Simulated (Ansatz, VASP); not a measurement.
Two plane-wave programs on Pt

```
Pt
1.0
     0.00000    1.94667    1.94667
     1.94667    0.00000    1.94667
     1.94667    1.94667    0.00000
Pt
1
Direct
  0.00000 0.00000 0.00000
```

Alike in both runs: task single point; functional LDA; k mesh 23 × 23 × 23; occupations fermi-dirac, width 0.05 eV; collinear spin.

|  | VASP | Ansatz |
| --- | --- | --- |
| version | VASP 6.6.1 | Ansatz 0.2.0 |
| potentials or method | VASP PAW LDA potentials, release 64 (Pt), cutoff 520 eV | plane waves (420 eV) with PAW, scalar-relativistic |
| valence electrons in the cell | 10 | 18 |

|  | VASP | Ansatz | Ansatz less VASP |
| --- | --- | --- | --- |
| net moment per atom (μB) | 0.00 | 0.00 | -0.001 |

Ansatz warns that its potentials were made for another functional, while VASP's fit it. LDA's correlation is that of Perdew and Zunger in VASP and of Perdew and Wang (1992) in Ansatz. VASP's potentials hold 10 valence electrons a cell and Ansatz's 18, so a difference there can come from the potentials and not from the codes. Ansatz's warnings: seeded moment not kept.

Spin-orbit coupling is off throughout.
